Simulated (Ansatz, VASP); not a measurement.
## H3C2Cl3 in VASP and in Ansatz

```
CELL_PARAMETERS angstrom
5.12183 0.00000 0.00837
0.00000 8.58135 0.00000
-0.49419 0.00000 11.52779
ATOMIC_POSITIONS crystal
H 0.94173 0.30311 0.14990
H 0.05827 0.80311 0.35010
H 0.05827 0.69689 0.85010
H 0.94173 0.19689 0.64990
H 0.55616 0.17865 0.32743
H 0.44384 0.67865 0.17257
H 0.44384 0.82135 0.67257
H 0.55616 0.32135 0.82743
H 0.72394 0.36223 0.33611
H 0.27606 0.86223 0.16389
H 0.27606 0.63777 0.66389
H 0.72394 0.13777 0.83611
C 0.76511 0.24218 0.17485
C 0.23489 0.74218 0.32515
C 0.23489 0.75782 0.82515
C 0.76511 0.25782 0.67485
C 0.73211 0.24200 0.30460
C 0.26789 0.74200 0.19540
C 0.26789 0.75800 0.69540
C 0.73211 0.25800 0.80460
Cl 0.49277 0.34635 0.10971
Cl 0.50723 0.84635 0.39029
Cl 0.50723 0.65365 0.89029
Cl 0.49277 0.15365 0.60971
Cl 0.77962 0.05027 0.11595
Cl 0.22038 0.55027 0.38405
Cl 0.22038 0.94973 0.88405
Cl 0.77962 0.44973 0.61595
Cl 0.00604 0.15069 0.37893
Cl 0.99396 0.65069 0.12107
Cl 0.99396 0.84931 0.62107
Cl 0.00604 0.34931 0.87893
```

Alike in both runs: functional PBE; dispersion D3(BJ); k mesh 4 × 4 × 2; occupations gaussian, width 0.02 eV; no spin polarisation.

Ansatz relaxed the structure, and its values are those at the end. VASP's run is a single point on that final structure, the one shown.

```csv
,VASP,Ansatz
version,VASP 6.6.1,Ansatz 0.2.0
potentials or method,"VASP PAW PBE potentials, release 64 (H, C, Cl), cutoff 520 eV","scalar-relativistic, plane waves, PAW"
valence electrons in the cell,128,128
```

Ansatz gave:

```
gap on the k mesh at the Fermi level (eV) : 4.96
least direct gap on the mesh (eV)         : 5.02
pressure (GPa)                            : 0.0
rms of the force components (eV/Å)        : 0.001
```

Task: Which values does VASP return?

Result: gap on the k mesh at the Fermi level (eV): 5.01; least direct gap on the mesh (eV): 5.06; pressure (GPa): -0.3; rms of the force components (eV/Å): 0.050.
